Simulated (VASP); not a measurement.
Set up this calculation in VASP 6.6.1, as the native input.

```
Task                   : single point
Functional             : PBE
Potentials or basis    : VASP PAW PBE potentials, release 64 (Zr_sv, Si, Ru_pv)
Cutoff                 : 520 eV
k mesh                 : 10 × 10 × 10
Occupations            : gaussian, width 0.1 eV
Spin                   : no spin polarisation
Dipole correction      : no
Further INCAR settings : ALGO = Fast; EDIFF = 1e-07; NBANDS = 45
```

The structure of ZrSiRu4 lies in POSCAR:

```
ZrSiRu4
1.0
    0.0000000000      3.6110775467      3.6110775467
    3.6110775467      0.0000000000      3.6110775467
    3.6110775467      3.6110775467      0.0000000000
Zr Si Ru
1 1 4
Direct
    0.5000000000      0.5000000000      0.5000000000
    0.7500000000      0.7500000000      0.7500000000
    0.1238285058      0.1238285058      0.6285144827
    0.6285144827      0.1238285058      0.1238285058
    0.1238285058      0.1238285058      0.1238285058
    0.1238285058      0.6285144827      0.1238285058
```

These files were run (other wordings do the same):

INCAR

```
PREC = Accurate
ENCUT = 520
EDIFF = 1E-7
ISMEAR = 0
SIGMA = 0.1
LREAL = False
LASPH = True
NELM = 100
ALGO = Fast
ISIF = 2
LWAVE = False
LCHARG = False
GGA = PE
NBANDS = 45
```

KPOINTS

```
Automatic mesh
0
Gamma
  10 10 10
```

Potentials or basis: VASP PAW PBE potentials, release 64 (Zr_sv, Si, Ru_pv).

Launch:

```sh
$ cat potpaw_PBE.64/Zr_sv/POTCAR potpaw_PBE.64/Si/POTCAR potpaw_PBE.64/Ru_pv/POTCAR > POTCAR
$ mpirun -np 1 vasp_std > vasp.out
```

Results of the run:

```
Pressure               : 0.0 GPa
Largest force          : 0.030 eV/Å
Band gap on the k mesh : zero (band 36 reaches 11.34 eV, above the bottom of band 37 at 10.99 eV)
```

It took 5 min on 1 thread of Intel(R) Xeon(R) Platinum 8488C (Sapphire Rapids), on a shared host, peak memory 0.36 GiB.
